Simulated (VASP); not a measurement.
Runs of VASP 6.6.1 on BiMo. The structure is that of space group Fm-3m (No. 225), or close to it. The cells are those of the table. 

```tsv
level	U	cell	smearing	gap on the mesh (eV)	pressure (GPa)
r2SCAN	-	a = 3.945 Å, angles 60.0°, 2 atoms	gaussian 0.05 eV	none	(b)
r2SCAN	-	a = 4.090 Å, angles 60.0°, 2 atoms	gaussian 0.05 eV	none	-6.3
r2SCAN+U	Mo d U = 8.0 eV	a = 3.999 Å, angles 60.0°, 2 atoms	tetrahedron	none	8.3
r2SCAN	-	a = 3.999 Å, angles 60.0°, 2 atoms	gaussian 0.05 eV	none	0.3
r2SCAN	-	a = 3.972 Å, angles 60.0°, 2 atoms	gaussian 0.05 eV	none	(a)
r2SCAN	-	a = 4.025 Å, angles 60.0°, 2 atoms	gaussian 0.05 eV	none	-1.9
r2SCAN	-	a = 4.051 Å, angles 60.0°, 2 atoms	gaussian 0.05 eV	none	-3.8
```

Alike in all rows: task single point; potentials or basis VASP PAW PBE potentials, release 64 (Mo_sv, Bi_d); no spin polarisation; k mesh 10 × 10 × 10; cutoff (eV) 520.

Problem. Fill in the values left out.

Solution. (a) 2.8; (b) 5.5.

Caveats: the PAW data sets were made with another functional, which shifts forces and pressure a little; spin-orbit coupling is left out, which moves the levels of the heavy elements; the cell stands under pressure (at least some runs); the cell stands under tension (at least some runs); U without spin polarisation on a metal has little footing (at least some runs); the U is typed as a test and isn't derived for this compound (at least some runs); tetrahedron occupations give inexact forces and stress in metals (at least some runs).

A k mesh can miss the band edges, and the runs leave out spin-orbit coupling on Bi, Mo.

A gap of «none» marks levels without a gap at the run's occupations.
